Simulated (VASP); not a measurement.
# AlN (CsCl type) (Pm-3m) in VASP: further runs

AlN (CsCl type) is run at these levels: PBE; tasks: single point.

Everything below comes from runs of VASP 6.6.1. Logs are shortened: lines on timing, memory, paths and dates and some standing lists are left out, and cuts for length are marked.

**1. The cell of the first run**

Symmetry: Pm-3m, No. 221, cubic system. Conventional cell: a = 2.142 Å, b = 2.142 Å, c = 2.142 Å, α = 90.00°, β = 90.00°, γ = 90.00°. Al (site symmetry m-3m) has 8 N at 1.86 Å and 6 Al at 2.14 Å within 2.5 Å. Within 2.5 Å of N (site symmetry m-3m) lie 8 Al at 1.86 Å and 6 N at 2.14 Å.

**2. Single point, PBE (volume scaled by 0.55)**

File INCAR:

```
PREC     = Accurate       # precision mode
ENCUT    = 520            # plane-wave cutoff, eV
EDIFF    = 1E-6           # SCF threshold, eV
ISMEAR   = -1             # smearing method
SIGMA    = 0.1            # smearing width, eV
LREAL    = False          # projectors in reciprocal space
LASPH    = True           # aspherical terms in the spheres
NELM     = 100            # most SCF steps
ALGO     = Normal         # electronic algorithm
ISIF     = 2              # what is computed and relaxed
LWAVE    = False          # write WAVECAR
LCHARG   = False          # write CHGCAR
GGA      = PE             # functional
NBANDS   = 11             # bands
```

File KPOINTS:

```
regular mesh
0
Gamma
  15 15 15
```

File POSCAR:

```
AlN
1.0
    2.1420861625      0.0000000000      0.0000000000
    0.0000000000      2.1420861625      0.0000000000
    0.0000000000      0.0000000000      2.1420861625
Al N
1 1
Direct
    0.0000000000      0.0000000000      0.0000000000
    0.5000000000      0.5000000000      0.5000000000
```

Potentials or basis: VASP PAW PBE potentials, release 64 (Al, N).

Command:

```console
$ cat potpaw_PBE.64/Al/POTCAR potpaw_PBE.64/N/POTCAR > POTCAR
$ mpirun -np 1 vasp_std > vasp.out
```

OUTCAR:

```text
PREC = Accurate
   ENCUT = 520
   EDIFF = 1E-6
   ISMEAR = -1
   LREAL = False
   LASPH = True
   NELM = 100
   ISIF = 2
   GGA = PE

 ion  position               nearest neighbor table
   1  0.000  0.000  0.000-   2 1.86   2 1.86   2 1.86   2 1.86   2 1.86   2 1.86   2 1.86   2 1.86

   2  0.500  0.500  0.500-   1 1.86   1 1.86   1 1.86   1 1.86   1 1.86   1 1.86   1 1.86   1 1.86

  LATTYP: Found a simple cubic cell.
 ALAT       =     2.1420861625

  Lattice vectors:

 A1 = (   2.1420861625,   0.0000000000,   0.0000000000)
 A2 = (   0.0000000000,   2.1420861625,   0.0000000000)
 A3 = (   0.0000000000,   0.0000000000,   2.1420861625)

Analysis of symmetry for initial positions (statically):
=====================================================================
 Subroutine PRICEL returns:
 Original cell was already a primitive cell.

 Routine SETGRP: Setting up the symmetry group for a
 simple cubic supercell.

 Subroutine GETGRP returns: Found 48 space group operations
 (whereof 48 operations were pure point group operations)
 out of a pool of 48 trial point group operations.

The static configuration has the point symmetry O_h .

Analysis of symmetry for dynamics (positions and initial velocities):
=====================================================================
 Subroutine PRICEL returns:
 Original cell was already a primitive cell.

 Routine SETGRP: Setting up the symmetry group for a
 simple cubic supercell.

 Subroutine GETGRP returns: Found 48 space group operations
 (whereof 48 operations were pure point group operations)
 out of a pool of 48 trial point group operations.

The dynamic configuration has the point symmetry O_h .

 Subroutine INISYM returns: Found 48 space group operations
 (whereof 48 operations are pure point group operations),
 and found     1 'primitive' translations

----------------------------------------------------------------------------------------

                                     Primitive cell

  volume of cell :       9.8290

  direct lattice vectors                    reciprocal lattice vectors
     2.142086163  0.000000000  0.000000000     0.466834629  0.000000000  0.000000000
     0.000000000  2.142086163  0.000000000     0.000000000  0.466834629  0.000000000
     0.000000000  0.000000000  2.142086163     0.000000000  0.000000000  0.466834629

  length of vectors
     2.142086163  2.142086163  2.142086163     0.466834629  0.466834629  0.466834629

  position of ions in fractional coordinates (direct lattice)
     0.000000000  0.000000000  0.000000000
     0.500000000  0.500000000  0.500000000

  ion indices of the primitive-cell ions
   primitive index   ion index
                 1           1
                 2           2

----------------------------------------------------------------------------------------

 KPOINTS: regular mesh

Automatic generation of k-mesh.
 Grid dimensions read from file:
 generate k-points for:   15   15   15

 Generating k-lattice:

  Cartesian coordinates                     Fractional coordinates (reciprocal lattice)
     0.031122309  0.000000000  0.000000000     0.066666667  0.000000000  0.000000000
     0.000000000  0.031122309  0.000000000     0.000000000  0.066666667  0.000000000
     0.000000000  0.000000000  0.031122309     0.000000000  0.000000000  0.066666667

  Length of vectors
     0.031122309  0.031122309  0.031122309

  Shift w.r.t. Gamma in fractional coordinates (k-lattice)
     0.000000000  0.000000000  0.000000000

 Subroutine IBZKPT returns following result:
 ===========================================

 Found    120 irreducible k-points:

 Following reciprocal coordinates:
            Coordinates               Weight
  0.000000  0.000000  0.000000      1.000000
  0.066667  0.000000  0.000000      6.000000
  0.133333  0.000000  0.000000      6.000000
  0.200000  0.000000  0.000000      6.000000
  0.266667  0.000000  0.000000      6.000000
  0.333333  0.000000  0.000000      6.000000
[... 16 lines left out ...]
  0.266667  0.200000  0.000000     24.000000
  0.333333  0.200000  0.000000     24.000000
 [... further k-points ...]
   k-points           NKPTS =    120   k-points in BZ     NKDIM =    120   number of bands    NBANDS=     11
   number of dos      NEDOS =    301   number of ions     NIONS =      2
   total plane-waves  NPLWV =   4096
   dimension x,y,z NGX =    16 NGY =   16 NGZ =   16
   dimension x,y,z NGXF=    32 NGYF=   32 NGZF=   32
   ions per type =               1   1
   NGX,Y,Z   is equivalent  to a cutoff of  12.42, 12.42, 12.42 a.u.
   NGXF,Y,Z  is equivalent  to a cutoff of  24.83, 24.83, 24.83 a.u.
 SYSTEM =  unknown system
   PREC   = accura    normal or accurate (medium, high low for compatibility)
   ISTART =      0    job   : 0-new  1-cont  2-samecut
   ICHARG =      2    charge: 1-file 2-atom 10-const
   ISPIN  =      1    spin polarized calculation?
   LNONCOLLINEAR =      F non collinear calculations
   LSORBIT =      F    spin-orbit coupling
   LASPH  =      T    aspherical Exc in radial PAW
   ENCUT  =  520.0 eV  38.22 Ry    6.18 a.u.   3.98  3.98  3.98*2*pi/ulx,y,z
   NELM   =    100;   NELMIN=  2; NELMDL= -5     # of ELM steps
   EDIFF  = 0.1E-05   stopping-criterion for ELM
   LREAL  =      F    real-space projection
   EDIFFG = 0.1E-04   stopping-criterion for IOM
   NSW    =      0    number of steps for IOM
   IBRION =     -1    ionic relax: 0-MD 1-quasi-New 2-CG
   NFREE  =      0    steps in history (QN), initial steepest desc. (CG)
   ISIF   =      2    stress and relaxation
   ISYM   =      2    0-nonsym 1-usesym 2-fastsym
   POTIM  = 0.5000    time-step for ionic-motion
   TEBEG  =    0.0;   TEEND  =   0.0 temperature during run
   PSTRESS=    0.0 pullay stress
   NELECT =       8.0000    total number of electrons
   NUPDOWN=      -1.0000    fix difference up-down
   EMIN   =  10.00;   EMAX   =-10.00  energy-range for DOS
   EFERMI =   0.00;   METHOD = LEGACY
   ISMEAR =    -1;   SIGMA  =   0.10  broadening in eV -4-tet -1-fermi 0-gaus
   EFERMI_NEDOS =   21; number of points for ismear=-14 and -15
   IALGO  =     38    algorithm
   IMIX   =      4    mixing-type and parameters
     AMIX     =   0.40;   BMIX     =  1.00
     AMIX_MAG =   1.60;   BMIX_MAG =  1.00
  volume/ion in A,a.u.               =       4.91        33.16
  Fermi-wavevector in a.u.,A,eV,Ry     =   1.528509  2.888462 31.787816  2.336339
  Thomas-Fermi vector in A             =   2.636258
   LORBIT       =      0    0 simple, 1 ext, 2 COOP (PROOUT), +10 PAW based schemes
   GGA     = PE    functional components
   LHFCALC =     F    Hartree Fock is set to
   AEXX    =    0.0000 exact exchange contribution
   IVDW    =     0    specifies the selected vdW correction
   LEPSILON=     F    determine dielectric tensor
   LRPA    =     F    only Hartree local field effects (RPA)
 non-spin polarized calculation
  energy-cutoff  :      520.00
  volume of cell :        9.83
 maximum number of plane-waves:       281
 NGX is ok and might be reduce to    16
   NGX =  7   NGY =  7   NGZ =  7

 number of electron       7.9999997 magnetization

 Free energy of the ion-electron system (eV)
  ---------------------------------------------------
  ext. energy  EPLUGINS =         0.00000000
  ---------------------------------------------------
  free energy    TOTEN  =        -5.65708654 eV

  energy without entropy =       -5.64771497  energy(sigma->0) =       -5.65240076

 E-fermi :  21.4199     XC(G=0): -15.0679

 val. band max:       21.3795428037   @ k =   0.4667   0.4000   0.0667
 cond. band min:      21.4472497358   @ k =   0.4667   0.4000   0.0667
 fundamental gap:      0.0677069320
 Fermi energy:        21.4198662924

 k-point     1 :       0.0000    0.0000    0.0000
  band No.  band energies     occupation
      1      -4.5284      2.00000
      2      18.6480      2.00000
      3      18.6480      2.00000
      4      18.6480      2.00000
      5      26.3562      0.00000
      6      26.3562      0.00000
      7      31.5112      0.00000
      8      48.4131      0.00000
      9      48.4131      0.00000
     10      48.4131      0.00000
     11      51.7273      0.00000

 k-point     2 :       0.0667    0.0000    0.0000
  band No.  band energies     occupation
      1      -4.4073      2.00000
      2      17.6593      2.00000
      3      18.6986      2.00000
      4      18.6986      2.00000
      5      26.4949      0.00000
      6      27.2456      0.00000
      7      31.7562      0.00000
      8      47.7666      0.00000
      9      47.7666      0.00000
     10      48.2988      0.00000
     11      51.5357      0.00000

 k-point     3 :       0.1333    0.0000    0.0000
  band No.  band energies     occupation
      1      -4.0469      2.00000
      2      15.5436      2.00000
      3      18.8449      2.00000
      4      18.8449      2.00000
      5      26.9097      0.00000
      6      28.9021      0.00000
      7      32.5922      0.00000
      8      46.1562      0.00000
      9      46.1562      0.00000
     10      48.0873      0.00000
     11      51.2640      0.00000

 k-point     4 :       0.2000    0.0000    0.0000
  band No.  band energies     occupation
      1      -3.4570      2.00000
      2      13.1520      2.00000
      3      19.0694      2.00000
      4      19.0694      2.00000
      5      27.5956      0.00000
      6      30.2382      0.00000
      7      34.0579      0.00000
      8      44.2306      0.00000
      9      44.2306      0.00000
     10      47.7394      0.00000
     11      48.1021      0.00000
[... 239 lines left out ...]
 k-point    22 :       0.2000    0.2000    0.0000
  band No.  band energies     occupation
      1      -2.4187      2.00000
      2      13.4662      2.00000
      3      14.4016      2.00000
      4      19.5619      2.00000
      5      29.3342      0.00000
      6      33.2597      0.00000
      7      33.6845      0.00000
      8      40.9315      0.00000
      9      44.3589      0.00000
     10      45.0459      0.00000
     11      47.4921      0.00000

 k-point    23 :       0.2667    0.2000    0.0000
  band No.  band energies     occupation
      1      -1.6436      2.00000
      2      11.5653      2.00000
      3      14.5355      2.00000
      4      19.8830      2.00000
      5      29.3275      0.00000
      6      32.8668      0.00000
      7      34.9636      0.00000
      8      41.0312      0.00000
      9      42.7124      0.00000
     10      44.9477      0.00000
     11      46.7756      0.00000

 k-point    24 :       0.3333    0.2000    0.0000
  band No.  band energies     occupation
      1      -0.7065      2.00000
      2       9.4788      2.00000
      3      15.0644      2.00000
      4      20.2124      1.99999
      5      28.6691      0.00000
      6      33.0774      0.00000
      7      35.7478      0.00000
      8      41.1115      0.00000
      9      41.1424      0.00000
     10      45.1975      0.00000
     11      46.3653      0.00000

 [... further k-points ...]

------------------------ aborting loop because EDIFF is reached ----------------------------------------

  FORCE on cell =-STRESS in cart. coord.  units (eV):
  Direction    XX          YY          ZZ          XY          YZ          ZX
  --------------------------------------------------------------------------------------
  -------------------------------------------------------------------------------------
  Total       23.2480070     23.2480070     23.2480070      0.0000000      0.0000000     -0.0000000
  in kB     3789.5313364   3789.5313364   3789.5313364      0.0000000      0.0000000     -0.0000000
  external PRESSURE =    3789.5313364 kB  Pullay stress =       0.0000000 kB

 VOLUME and BASIS-vectors are now :
 -----------------------------------------------------------------------------
  energy-cutoff  :      520.00
  volume of cell :        9.83
      direct lattice vectors                 reciprocal lattice vectors
     2.142086163  0.000000000  0.000000000     0.466834629  0.000000000  0.000000000
     0.000000000  2.142086163  0.000000000     0.000000000  0.466834629  0.000000000
     0.000000000  0.000000000  2.142086163     0.000000000  0.000000000  0.466834629

 POSITION                                       TOTAL-FORCE (eV/Angst)
 -----------------------------------------------------------------------------------
      0.00000      0.00000      0.00000         0.000000      0.000000      0.000000
      1.07104      1.07104      1.07104         0.000000      0.000000      0.000000
 -----------------------------------------------------------------------------------
    total drift:                                0.000000      0.000000      0.000000

  FREE ENERGIE OF THE ION-ELECTRON SYSTEM (eV)
  ---------------------------------------------------
  free  energy   TOTEN  =        -5.6570865361 eV

  energy  without entropy=       -5.6477149739  energy(sigma->0) =       -5.65240076
```

Run time: 8.3 s. Hardware: 1 thread of AMD EPYC 7R13 (Zen 3), shared host; peak memory 0.09 GiB.

Results:

- Free energy: -5.6571 eV
- Pressure: 379.0 GPa
- Band gap on the k mesh: zero (band 4 reaches 21.73 eV, above the bottom of band 5 at 20.81 eV)

**3. Single point, PBE (volume scaled by 0.64)**

File INCAR:

```
SYSTEM = AlN
ALGO = Normal
EDIFF = 1E-6
ENCUT = 520
GGA = PE
ISIF = 2
ISMEAR = -1
LASPH = .True.
LCHARG = .False.
LREAL = .False.
LWAVE = .False.
NBANDS = 11
NELM = 60
PREC = Accurate
SIGMA = 0.1
```

File KPOINTS:

```
k-points
0
Gamma
  15 15 15
  0 0 0
```

File POSCAR:

```
AlN
1.0
    2.2530769812      0.0000000000      0.0000000000
    0.0000000000      2.2530769812      0.0000000000
    0.0000000000      0.0000000000      2.2530769812
Al N
1 1
Direct
    0.0000000000      0.0000000000      0.0000000000
    0.5000000000      0.5000000000      0.5000000000
```

Potentials or basis: VASP PAW PBE potentials, release 64 (Al, N).

Command:

```console
$ cat potpaw_PBE.64/Al/POTCAR potpaw_PBE.64/N/POTCAR > POTCAR
$ mpirun -np 1 vasp_std > vasp.out
```

Wall time 11 s (1 thread of AMD EPYC 7R13 (Zen 3), shared host); peak memory 0.09 GiB.

It converged, with:

| Property | Result |
| --- | --- |
| Free energy | -8.5364 eV |
| Pressure | 210.2 GPa |
| Band gap on the k mesh | zero (band 4 reaches 18.52 eV, above the bottom of band 5 at 17.53 eV) |

Levels at points of the mesh, in eV from the Fermi level:
```tsv
k point	band 1	band 2	band 3	band 4	band 5	band 6	band 7	band 8	band 9
(0.00, 0.00, 0.00)	-23.68	-2.41	-2.41	-2.41	5.48	5.48	7.06	23.56	23.56
```

**4. Single point, PBE (volume scaled by 0.72)**

File INCAR:

```
PREC = Accurate
ENCUT = 520
EDIFF = 1E-7
ISMEAR = -1
SIGMA = 0.1
LREAL = F
LASPH = T
NELM = 60
ALGO = Normal
ISIF = 2
LWAVE = F
LCHARG = F
GGA = PE
NBANDS = 11
```

File KPOINTS:

```
Automatic mesh
0
Gamma
  15 15 15
```

File POSCAR:

```
AlN
1.0
    2.3432944903      0.0000000000      0.0000000000
    0.0000000000      2.3432944903      0.0000000000
    0.0000000000      0.0000000000      2.3432944903
Al N
1 1
Direct
    0.0000000000      0.0000000000      0.0000000000
    0.5000000000      0.5000000000      0.5000000000
```

Command:

```console
$ cat potpaw_PBE.64/Al/POTCAR potpaw_PBE.64/N/POTCAR > POTCAR
$ mpirun -np 1 vasp_std > vasp.out
```

It took 12 s on 1 thread of AMD EPYC 7R13 (Zen 3), shared host; peak memory 0.09 GiB.

It converged, with:

```
Free energy            : -9.9918 eV
Pressure               : 122.4 GPa
Band gap on the k mesh : zero (band 4 reaches 16.27 eV, above the bottom of band 5 at 15.22 eV)
```

Levels at points of the mesh, in eV from the Fermi level:
```tsv
k point	band 2	band 3	band 4	band 5	band 6	band 7
(0.00, 0.00, 0.00)	-2.14	-2.14	-2.14	5.04	5.81	5.81
```

**5. Summary**

| cell | gap on the mesh (eV) | pressure (GPa) |
| --- | --- | --- |
| a = 2.142 Å, 2 atoms | none | 379.0 |
| a = 2.253 Å, 2 atoms | none | 210.2 |
| a = 2.343 Å, 2 atoms | none | 122.4 |

Alike in all rows: task single point; level PBE; potentials or basis VASP PAW PBE potentials, release 64 (Al, N); no spin polarisation; k mesh 15 × 15 × 15; cutoff (eV) 520; smearing fermi-dirac 0.1 eV.

Absolute energies hang on the potentials; compare differences alone.
